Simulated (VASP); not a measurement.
Write the native input for VASP 6.6.1 that does the following.

```
Task                   : single point
Functional             : PBEsol
Potentials or basis    : VASP PAW PBE potentials, release 64 (Mg, O)
Cutoff                 : 520 eV
k mesh                 : 9 × 9 × 6
Occupations            : gaussian, width 0.05 eV
Spin                   : no spin polarisation
Dipole correction      : no
Further INCAR settings : ALGO = Normal; EDIFF = 1e-06; NBANDS = 16
```

The structure of MgO lies in POSCAR:

```
MgO
1.0
    3.5354804147      0.0000000000      0.0000000000
   -1.7677402074      3.0618158537      0.0000000000
    0.0000000000      0.0000000000      4.0969764116
Mg O
2 2
Direct
    0.6465117478      0.2930234957      0.7500000000
    0.3534882522      0.7069765043      0.2500000000
    0.6815065062      0.3630130124      0.2500000000
    0.3184934938      0.6369869876      0.7500000000
```

This cell differs from its parent crystal: mode 5 frozen in at -0.122 Å, strain +e along z and -e/2 along x and y -0.0233.

The input as run:

INCAR

```
PREC = Accurate ; ENCUT = 520
EDIFF = 1E-6 ; ISMEAR = 0
SIGMA = 0.05 ; LREAL = F
LASPH = T ; NELM = 80
ALGO = Normal ; ISIF = 2
LWAVE = F ; LCHARG = T
GGA = PS ; LELF = T
LVHAR = T ; NBANDS = 16
```

KPOINTS

```
regular mesh
0
Gamma
  9 9 6
```

Potentials or basis: VASP PAW PBE potentials, release 64 (Mg, O).

Launch:

```console
$ cat potpaw_PBE.64/Mg/POTCAR potpaw_PBE.64/O/POTCAR > POTCAR
$ mpirun -np 1 vasp_std > vasp.out
```

It gave:

```yaml
Pressure: 0.3 GPa
Largest_force: 1.060 eV/Å
Band_gap_on_the_k_mesh: 3.21 eV, direct
```

Caveat: the cell differs from its parent crystal (mode 5 frozen in at -0.122 Å, strain +e along z and -e/2 along x and y -0.0233); the PAW data sets were made with another functional, which shifts forces and pressure a little.

Wall time 25 s on 1 thread of Intel(R) Xeon(R) 6975P-C (Granite Rapids) (shared host), peak memory 0.2 GiB.
